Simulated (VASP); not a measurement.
GaP:

```
CELL_PARAMETERS angstrom
0.00000 2.72525 2.72525
2.72525 0.00000 2.72525
2.72525 2.72525 0.00000
ATOMIC_POSITIONS crystal
Ga 0.00000 0.00000 0.00000
P 0.25000 0.25000 0.25000
```

Base run:

```yaml
Program: VASP 6.6.1
Functional: r2SCAN
Potentials_or_basis: VASP PAW PBE potentials, release 64 (Ga_d, P)
Cutoff: 520 eV
k_mesh: 8 × 8 × 8
Occupations: gaussian, width 0.01 eV
Spin: no spin polarisation
```

Its results: band gap on the k mesh 1.90 eV, indirect (least direct gap 2.34 eV); pressure 0.0 GPa.

**Question.** The run is repeated on the same cell with these changes: functional from r2SCAN to BLYP. What comes out?

**Answer.** Band gap on the k mesh 1.68 eV, indirect (least direct gap 1.73 eV); pressure 6.5 GPa.

r2SCAN gives the wider gap, since meta-GGAs in the generalised Kohn-Sham scheme recover part of the derivative discontinuity.

Caveats: the PAW data sets were made with another functional, which shifts forces and pressure a little.

A k mesh can miss the band edges.
